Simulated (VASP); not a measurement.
# Si16C (a cell with a defect) in VASP: a series of runs

Runs on Si16C (a cell with a defect). Level: r2SCAN. Tasks: single point.

All numbers are computed with VASP 6.6.1; they aren't measurements. Logs are shortened: lines on timing, memory, paths and dates and some standing lists are left out, and cuts for length are marked.

## 1. The cell of the first run

The cell holds a defect, 17 atoms: a = 7.679 Å, b = 7.679 Å, c = 7.679 Å, α = 60.00°, β = 60.00°, γ = 60.00°.

## 2. Single point, r2SCAN, collinear spin, zero start

The input, POSCAR:

```
Si16C
1.0
    0.0000000000      5.4300000000      5.4300000000
    5.4300000000      0.0000000000      5.4300000000
    5.4300000000      5.4300000000      0.0000000000
Si C
16 1
Direct
    0.0119981584      0.0123664825      0.0095303867
    0.1266390424      0.1545580110      0.1200092081
   -0.0166298343      0.0371639042      0.5080478821
    0.1276703499      0.1061786372      0.6548526703
   -0.0256537753      0.5291712707      0.0178453039
    0.1502670350      0.6476887661      0.0730110497
    0.0653499079      0.4550184162      0.4237845304
    0.0737937385      0.6636832413      0.6306445672
    0.4869797422     -0.0038674033      0.0169244936
    0.6344198895      0.1360957643      0.1115469613
    0.4964456722      0.0212154696      0.5125598527
    0.6199079190      0.1486556169      0.6208471455
    0.5054696133      0.5002394107     -0.0088029466
    0.5969060773      0.6174585635      0.1544198895
    0.4613443831      0.5215101289      0.5081399632
    0.6121915285      0.6369981584      0.6277900552
    0.8823020258      0.6604604052      0.5410865562
```

The input, INCAR.step1:

```
ALGO = Normal ; EDIFF = 1E-4
ENCUT = 520 ; GGA = PE
ISMEAR = -1 ; ISPIN = 2
LASPH = True ; LCHARG = False
LREAL = Auto ; LWAVE = True
MAGMOM = 0 0 0 0 0 0 0 0 0 0 0 0 0 0 0 0 0 ; NBANDS = 52
NELM = 150 ; PREC = Accurate
SIGMA = 0.05
```

The input, INCAR.step2:

```
ALGO = Normal ; EDIFF = 1E-7
ENCUT = 520 ; ISIF = 2
ISMEAR = -1 ; ISPIN = 2
ISTART = 1 ; LASPH = True
LCHARG = False ; LMIXTAU = True
LORBIT = 11 ; LREAL = Auto
LWAVE = False ; MAGMOM = 0 0 0 0 0 0 0 0 0 0 0 0 0 0 0 0 0
METAGGA = R2SCAN ; NBANDS = 52
NELM = 150 ; PREC = Accurate
SIGMA = 0.05
```

The input, KPOINTS:

```
k-points
0
Gamma
  2 2 2
```

Potentials or basis: VASP PAW PBE potentials, release 64 (Si, C).

Run with:

```console
$ cat potpaw_PBE.64/Si/POTCAR potpaw_PBE.64/C/POTCAR > POTCAR
$ cp INCAR.step1 INCAR
$ mpirun -np 1 vasp_std > vasp.out
$ cp INCAR.step2 INCAR
$ mpirun -np 1 vasp_std > vasp.out
```

OUTCAR:

```text
EDIFF = 1E-7
   ENCUT = 520
   ISIF = 2
   ISMEAR = -1
   ISPIN = 2
   ISTART = 1
   LASPH = True
   LORBIT = 11
   LREAL = Auto
   METAGGA = R2SCAN
   NELM = 150
   PREC = Accurate

 ion  position               nearest neighbor table
   1  0.012  0.012  0.010-   4 2.23   2 2.31   6 2.32  10 2.38
   2  0.127  0.155  0.120-   9 2.27   1 2.31   5 2.36   3 2.44
   3  0.983  0.037  0.508-  12 2.28   4 2.28   8 2.36   2 2.44
   4  0.128  0.106  0.655-   1 2.23   3 2.28   7 2.32  11 2.33
   5  0.974  0.529  0.018-   6 2.24   2 2.36  14 2.38   8 2.44
   6  0.150  0.648  0.073-   5 2.24  13 2.24   7 2.26   1 2.32
   7  0.065  0.455  0.424-  17 1.79   6 2.26   4 2.32   8 2.80  16 2.90
   8  0.074  0.664  0.631-  17 1.92   3 2.36  15 2.43   5 2.44   7 2.80
   9  0.487  0.996  0.017-   2 2.27  14 2.38  10 2.41  12 2.49
  10  0.634  0.136  0.112-  13 2.28   1 2.38   9 2.41  11 2.52
  11  0.496  0.021  0.513-  12 2.25   4 2.33  16 2.41  10 2.52
  12  0.620  0.149  0.621-  11 2.25   3 2.28  15 2.35   9 2.49
  13  0.505  0.500  0.991-   6 2.24  16 2.28  10 2.28  14 2.35
  14  0.597  0.617  0.154-  15 2.22  13 2.35   9 2.38   5 2.38
  15  0.461  0.522  0.508-  14 2.22  12 2.35  16 2.42   8 2.43
  16  0.612  0.637  0.628-  17 1.91  13 2.28  11 2.41  15 2.42   7 2.90
  17  0.882  0.660  0.541-   7 1.79  16 1.91   8 1.92

  LATTYP: Found a face centered cubic cell.
 ALAT       =    10.8600000000

  Lattice vectors:

 A1 = (   0.0000000000,   5.4300000000,   5.4300000000)
 A2 = (   5.4300000000,   0.0000000000,   5.4300000000)
 A3 = (   5.4300000000,   5.4300000000,   0.0000000000)

Analysis of symmetry for initial positions (statically):
=====================================================================
 Subroutine PRICEL returns:
 Original cell was already a primitive cell.

 Routine SETGRP: Setting up the symmetry group for a
 face centered cubic supercell.

 Subroutine GETGRP returns: Found  1 space group operations
 (whereof  1 operations were pure point group operations)
 out of a pool of 48 trial point group operations.

The static configuration has the point symmetry C_1 .

Analysis of symmetry for dynamics (positions and initial velocities):
=====================================================================
 Subroutine PRICEL returns:
 Original cell was already a primitive cell.

 Routine SETGRP: Setting up the symmetry group for a
 face centered cubic supercell.

 Subroutine GETGRP returns: Found  1 space group operations
 (whereof  1 operations were pure point group operations)
 out of a pool of 48 trial point group operations.

The dynamic configuration has the point symmetry C_1 .

Analysis of structural, dynamic, and magnetic symmetry:
=====================================================================
 Subroutine PRICEL returns:
 Original cell was already a primitive cell.

 Routine SETGRP: Setting up the symmetry group for a
 face centered cubic supercell.

 Subroutine GETGRP returns: Found  1 space group operations
 (whereof  1 operations were pure point group operations)
 out of a pool of 48 trial point group operations.

The overall configuration has the point symmetry C_1 .

 Subroutine INISYM returns: Found  1 space group operations
 (whereof  1 operations are pure point group operations),
 and found     1 'primitive' translations

----------------------------------------------------------------------------------------

                                     Primitive cell

  volume of cell :     320.2060

  direct lattice vectors                    reciprocal lattice vectors
     0.000000000  5.430000000  5.430000000    -0.092081031  0.092081031  0.092081031
     5.430000000  0.000000000  5.430000000     0.092081031 -0.092081031  0.092081031
     5.430000000  5.430000000  0.000000000     0.092081031  0.092081031 -0.092081031

  length of vectors
     7.679179644  7.679179644  7.679179644     0.159489025  0.159489025  0.159489025

  position of ions in fractional coordinates (direct lattice)
     0.011998158  0.012366482  0.009530387
     0.126639042  0.154558011  0.120009208
     0.983370166  0.037163904  0.508047882
     0.127670350  0.106178637  0.654852670
     0.974346225  0.529171271  0.017845304
     0.150267035  0.647688766  0.073011050
[... 9 lines left out ...]
     0.612191528  0.636998158  0.627790055
     0.882302026  0.660460405  0.541086556

  ion indices of the primitive-cell ions
   primitive index   ion index
                 1           1
                 2           2
                 3           3
                 4           4
                 5           5
                 6           6
[... 9 lines left out ...]
                16          16
                17          17

----------------------------------------------------------------------------------------

 KPOINTS: k-points

Automatic generation of k-mesh.
 Grid dimensions read from file:
 generate k-points for:    2    2    2

 Generating k-lattice:

[... 63 lines left out ...]
     AMIX     =   0.40;   BMIX     =  1.00
     AMIX_MAG =   1.60;   BMIX_MAG =  1.00
  volume/ion in A,a.u.               =      18.84       127.11
  Fermi-wavevector in a.u.,A,eV,Ry     =   0.976715  1.845724 12.979587  0.953973
  Thomas-Fermi vector in A             =   2.107356
   LORBIT       =     11    0 simple, 1 ext, 2 COOP (PROOUT), +10 PAW based schemes
   METAGGA = R2SCAN    functional components
   LHFCALC =     F    Hartree Fock is set to
   AEXX    =    0.0000 exact exchange contribution
   IVDW    =     0    specifies the selected vdW correction
   LEPSILON=     F    determine dielectric tensor
   LRPA    =     F    only Hartree local field effects (RPA)
 spin polarized calculation
  energy-cutoff  :      520.00
  volume of cell :      320.21
 maximum number of plane-waves:      8646
 NGX is ok and might be reduce to    60
   NGX = 29   NGY = 29   NGZ = 29

 number of electron      68.0000000 magnetization      -0.0000003

 Free energy of the ion-electron system (eV)
  ---------------------------------------------------
  ext. energy  EPLUGINS =         0.00000000
  ---------------------------------------------------
  free energy    TOTEN  =      -144.19678223 eV

  energy without entropy =     -144.18197829  energy(sigma->0) =     -144.18938026

 E-fermi :   6.3381     XC(G=0): -10.0237

 val. band max:        6.2245051454   @ k =   0.0000   0.0000   0.0000
 cond. band min:       6.4169629576   @ k =   0.0000   0.0000   0.5000
 fundamental gap:      0.1924578122
 Fermi energy:         6.3381365960

 spin component 1

 k-point     1 :       0.0000    0.0000    0.0000
  band No.  band energies     occupation
      1      -7.7065      1.00000
      2      -5.9616      1.00000
      3      -4.5360      1.00000
      4      -4.4925      1.00000
      5      -4.1895      1.00000
      6      -3.4882      1.00000
[... 381 lines left out ...]
     45      10.2609      0.00000
     46      10.3109      0.00000
 Fermi energy:         6.3381365960

 spin component 2

 k-point     1 :       0.0000    0.0000    0.0000
  band No.  band energies     occupation
      1      -7.7065      1.00000
      2      -5.9616      1.00000
      3      -4.5360      1.00000
      4      -4.4925      1.00000
      5      -4.1895      1.00000
      6      -3.4882      1.00000
[... 381 lines left out ...]
     45      10.2609      0.00000
     46      10.3109      0.00000
 [bands above 46 left out]

------------------------ aborting loop because EDIFF is reached ----------------------------------------

  FORCE on cell =-STRESS in cart. coord.  units (eV):
  Direction    XX          YY          ZZ          XY          YZ          ZX
  --------------------------------------------------------------------------------------
  -------------------------------------------------------------------------------------
  Total       10.9026676      2.2486851      2.5267092      0.0443266     -1.3991768     -1.5370068
  in kB       54.5524010     11.2514822     12.6425989      0.2217917     -7.0008973     -7.6905411
  external PRESSURE =      26.1488274 kB  Pullay stress =       0.0000000 kB

 VOLUME and BASIS-vectors are now :
 -----------------------------------------------------------------------------
  energy-cutoff  :      520.00
  volume of cell :      320.21
      direct lattice vectors                 reciprocal lattice vectors
     0.000000000  5.430000000  5.430000000    -0.092081031  0.092081031  0.092081031
     5.430000000  0.000000000  5.430000000     0.092081031 -0.092081031  0.092081031
     5.430000000  5.430000000  0.000000000     0.092081031  0.092081031 -0.092081031

 POSITION                                       TOTAL-FORCE (eV/Angst)
 -----------------------------------------------------------------------------------
      0.11890      0.11690      0.13230         0.996988     -0.219390     -0.956885
      1.49090      1.33930      1.52690         1.084715      0.371559     -0.587990
      2.96050      8.09840      5.54150        -1.262080     -0.080033      0.209845
      4.13240      4.24910      1.26980        -0.705538     -0.786409      1.319117
      2.97030      5.38760      8.16410        -1.262528     -1.091559     -0.392146
      3.91340      1.21240      4.33290         0.444831     -0.089790      0.038773
[... 9 lines left out ...]
      6.86780      6.73310      6.78310         0.786636      0.092071      1.774829
      6.52440      7.72900      8.37720        -0.035220      0.793832     -0.083700
 -----------------------------------------------------------------------------------
    total drift:                                0.003719     -0.000926      0.007299

  FREE ENERGIE OF THE ION-ELECTRON SYSTEM (eV)
  ---------------------------------------------------
  free  energy   TOTEN  =      -144.1967822318 eV

  energy  without entropy=     -144.1819782925  energy(sigma->0) =     -144.18938026

 total charge

# of ion       s       p       d       tot
------------------------------------------
    1        0.740   0.998   0.000   1.738
    2        0.738   0.981   0.000   1.718
    3        0.746   0.972   0.000   1.718
    4        0.752   1.006   0.000   1.759
    5        0.743   0.965   0.000   1.708
    6        0.749   1.019   0.000   1.769
[... 9 lines left out ...]
   16        0.743   0.917   0.000   1.660
   17        0.898   1.510   0.000   2.409
--------------------------------------------------
tot         12.836  16.979   0.000  29.815

 magnetization (x)

# of ion       s       p       d       tot
------------------------------------------
    1       -0.000  -0.000   0.000  -0.000
    2        0.000   0.000   0.000   0.000
    3       -0.000  -0.000   0.000  -0.000
    4        0.000  -0.000   0.000  -0.000
    5       -0.000   0.000   0.000   0.000
    6       -0.000  -0.000   0.000  -0.000
[... 9 lines left out ...]
   16       -0.000   0.000   0.000   0.000
   17       -0.000  -0.000   0.000  -0.000
--------------------------------------------------
tot         -0.000  -0.000   0.000  -0.000
```

It took 14 min on 1 thread of AMD EPYC 9R45 (Zen 5), shared host; peak memory 0.8 GiB.

What came out:

```yaml
Free_energy: -144.1968 eV
Pressure: 2.6 GPa
Largest_force: 2.160 eV/Å
Band_gap_on_the_k_mesh: zero (filled and empty bands overlap)
Net_moment: 0.00 μB per cell
Valence_electrons_inside_the_program's_atomic_spheres: Si 1.74, 1.72, 1.76, 1.71, 1.77, 1.63, 1.69, 1.68, 1.73, 1.66 (each value once); C 2.41
```

Forces on the atoms (eV/Å):
```
Si   0.997 -0.219 -0.957
Si   1.085  0.372 -0.588
Si  -1.262 -0.080  0.210
Si  -0.706 -0.786  1.319
Si  -1.263 -1.092 -0.392
Si   0.445 -0.090  0.039
Si   0.570  0.469 -0.455
Si   0.610 -0.714 -0.976
Si  -0.616  0.175  1.537
Si   0.165  0.943 -1.545
Si  -1.924 -0.915 -0.357
Si   1.351  0.649 -0.816
Si  -0.149  0.449  0.509
Si  -0.605 -0.887  1.515
Si   0.550  0.840 -0.735
Si   0.787  0.092  1.775
C   -0.035  0.794 -0.084
```

Caveat: the k points lie up to 0.50 Å⁻¹ apart; the PAW data sets were made with another functional, which shifts forces and pressure a little.

## 3. Single point, r2SCAN, collinear spin, zero start

The input, POSCAR:

```
Si16C
1.0
    0.0000000000      5.4300000000      5.4300000000
    5.4300000000      0.0000000000      5.4300000000
    5.4300000000      5.4300000000      0.0000000000
Si C
16 1
Direct
    0.0034162063      0.0168784530      0.0293462247
    0.1148895028      0.1664180479      0.1277808471
   -0.0008655617      0.0349355433      0.4895211786
    0.1275690608      0.1115285451      0.6575874770
   -0.0347790055      0.5424953959      0.0085543278
    0.1591896869      0.6531860037      0.0717127072
    0.0607642726      0.4526427256      0.4392541436
    0.0558747698      0.6634990792      0.6391896869
    0.5082504604     -0.0126887661      0.0069981584
    0.6314456722      0.1266206262      0.1198618785
    0.4939318600      0.0199723757      0.5020349908
    0.6094935543      0.1444659300      0.6380755064
    0.5099539595      0.5001381215     -0.0235635359
    0.5924125230      0.6223941068      0.1451565378
    0.4530478821      0.5110220994      0.5178176796
    0.6213812155      0.6496500921      0.6111049724
    0.8788397790      0.6557274401      0.5473664825
```

The input, INCAR.step1:

```
SYSTEM = Si16C
  PREC = Accurate
  ENCUT = 520
  ISMEAR = -1
  SIGMA = 0.05
  LREAL = Auto
  LASPH = .TRUE.
  NELM = 150
  ISPIN = 2
  MAGMOM = 0 0 0 0 0 0 0 0 0 0 0 0 0 0 0 0 0
  NBANDS = 52
  GGA = PE
  ALGO = Normal
  EDIFF = 1E-4
  LWAVE = .TRUE.
  LCHARG = .FALSE.
```

The input, INCAR.step2:

```
SYSTEM = Si16C
  PREC = Accurate
  ENCUT = 520
  EDIFF = 1E-6
  ISMEAR = -1
  SIGMA = 0.05
  LREAL = Auto
  LASPH = .TRUE.
  NELM = 150
  ALGO = Normal
  ISIF = 2
  LWAVE = .FALSE.
  LCHARG = .FALSE.
  ISPIN = 2
  MAGMOM = 0 0 0 0 0 0 0 0 0 0 0 0 0 0 0 0 0
  LORBIT = 11
  METAGGA = R2SCAN
  LMIXTAU = .TRUE.
  NBANDS = 52
  ISTART = 1
```

The input, KPOINTS:

```
Automatic mesh
0
G
  2 2 2
  0 0 0
```

Potentials or basis: VASP PAW PBE potentials, release 64 (Si, C).

Run with:

```console
$ cat potpaw_PBE.64/Si/POTCAR potpaw_PBE.64/C/POTCAR > POTCAR
$ cp INCAR.step1 INCAR
$ mpirun -np 1 vasp_std > vasp.out
$ cp INCAR.step2 INCAR
$ mpirun -np 1 vasp_std > vasp.out
```

Run time: 13 min. Hardware: 1 thread of AMD EPYC 9R45 (Zen 5), shared host; peak memory 0.79 GiB.

The run converged. Its results:

| Property | Result |
| --- | --- |
| Free energy | -144.5302 eV |
| Pressure | 2.6 GPa |
| Largest force | 1.865 eV/Å |
| Band gap on the k mesh | zero (filled and empty bands overlap) |
| Net moment | 0.00 μB per cell |
| Valence electrons inside the program's atomic spheres | Si 1.72, 1.70, 1.74, 1.73, 1.66, 1.71, 1.75, 1.67, 1.69 (each value once); C 2.52 |

Forces on the atoms (eV/Å):
```
Si  -0.532 -0.811 -0.658
Si  -0.578  0.697  1.200
Si   1.153  0.423 -1.210
Si  -0.628 -0.404 -0.105
Si  -0.349  0.389 -0.019
Si   0.687 -0.480 -1.666
Si  -1.072 -0.388  0.559
Si   0.099 -0.515  0.342
Si   1.274 -0.885  0.047
Si   0.289  0.350 -0.461
Si  -0.216 -0.126  0.259
Si  -1.023  0.225  0.294
Si  -0.410  0.809  0.522
Si  -0.309  0.203  0.163
Si   0.342 -0.030  0.393
Si   0.672 -0.321 -0.388
C    0.600  0.866  0.728
```

Stress tensor (GPa, compression positive):
```
 6.20 -0.71 -0.77
-0.71  0.56 -1.82
-0.77 -1.82  1.12
```

Levels at points of the mesh, in eV from the Fermi level:
Spin up:
| k point | band 31 | band 32 | band 33 | band 34 | band 35 | band 36 | band 37 | band 38 |
| --- | --- | --- | --- | --- | --- | --- | --- | --- |
| (0.00, 0.00, 0.00) | -1.46 | -0.82 | -0.55 | -0.35 | -0.29 | 0.03 | 0.36 | 0.65 |
| (0.50, 0.00, 0.00) | -1.58 | -1.36 | -1.07 | -0.19 | 0.45 | 0.81 | 1.17 | 1.28 |
| (0.00, 0.50, 0.00) | -1.42 | -1.20 | -1.05 | -0.31 | 0.69 | 0.82 | 1.16 | 1.22 |
| (0.00, 0.00, 0.50) | -1.51 | -1.30 | -0.98 | -0.04 | 0.46 | 0.73 | 1.03 | 1.23 |
| (0.50, 0.50, 0.50) | -1.73 | -1.28 | -0.95 | -0.50 | 0.74 | 0.84 | 0.99 | 1.34 |
| (0.50, 0.50, 0.00) | -1.89 | -1.79 | -1.42 | -0.66 | 0.90 | 1.08 | 1.49 | 1.99 |
| (0.00, 0.50, 0.50) | -1.87 | -1.82 | -1.03 | 0.38 | 0.41 | 0.98 | 1.36 | 1.85 |
| (0.50, 0.00, 0.50) | -1.88 | -1.75 | -1.16 | -0.93 | 0.89 | 1.22 | 1.47 | 2.09 |
Spin down:
| k point | band 32 | band 33 | band 34 | band 35 | band 36 | band 37 |
| --- | --- | --- | --- | --- | --- | --- |
| (0.00, 0.00, 0.00) | -0.82 | -0.55 | -0.35 | -0.29 | 0.03 | 0.36 |
| (0.50, 0.00, 0.00) | -1.36 | -1.07 | -0.19 | 0.45 | 0.81 | 1.17 |
| (0.00, 0.50, 0.00) | -1.20 | -1.05 | -0.31 | 0.69 | 0.82 | 1.16 |
| (0.00, 0.00, 0.50) | -1.30 | -0.98 | -0.04 | 0.46 | 0.73 | 1.03 |
| (0.50, 0.50, 0.50) | -1.28 | -0.95 | -0.50 | 0.74 | 0.84 | 0.99 |
| (0.50, 0.50, 0.00) | -1.79 | -1.42 | -0.66 | 0.90 | 1.08 | 1.49 |
| (0.00, 0.50, 0.50) | -1.82 | -1.03 | 0.38 | 0.41 | 0.98 | 1.36 |
| (0.50, 0.00, 0.50) | -1.75 | -1.16 | -0.93 | 0.89 | 1.22 | 1.47 |

Caveat: the k points lie up to 0.50 Å⁻¹ apart, too coarse for converged energies and pressures of a metal; the PAW data sets were made with another functional, which shifts forces and pressure a little.

The gap in the log of VASP goes by the Fermi energy; the results here count the filled bands.